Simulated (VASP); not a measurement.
SrRu3, 4 atoms in the cell. The structure is cubic, space group Pm-3m (No. 221). The conventional cell has a = 4.192 Å, b = 4.192 Å, c = 4.192 Å, α = 90.00°, β = 90.00°, γ = 90.00°. Within 3.9 Å of Sr (site symmetry m-3m) lie 12 Ru at 2.96 Å. Ru (site symmetry 4/mmm) has 4 Sr at 2.96 Å and 8 Ru at 2.96 Å within 3.9 Å. 

| Quantity | Value |
| --- | --- |
| Program | VASP 6.6.1 |
| Task | single point |
| Functional | PBEsol |
| Potentials or basis | VASP PAW PBE potentials, release 64 (Sr_sv, Ru_pv) |
| Cutoff | 520 eV |
| k mesh | 8 × 8 × 8 |
| Occupations | gaussian, width 0.05 eV |
| Spin | no spin polarisation |
| Dipole correction | no |
| Further INCAR settings | ALGO = Normal; EDIFF = 1e-06; NBANDS = 34 |

Potentials or basis: VASP PAW PBE potentials, release 64 (Sr_sv, Ru_pv).

Run with:

```console
$ cat potpaw_PBE.64/Sr_sv/POTCAR potpaw_PBE.64/Ru_pv/POTCAR > POTCAR
$ mpirun -np 1 vasp_std > vasp.out
```

Hardware: 1 thread of Intel(R) Xeon(R) 6975P-C (Granite Rapids), with other jobs on the host.

Question: Estimate the wall time of this run.

Answer: Wall time 27 s on 1 thread of Intel(R) Xeon(R) 6975P-C (Granite Rapids), on a shared host, peak memory 0.21 GiB. Counts: scf iterations 13, k points 35.
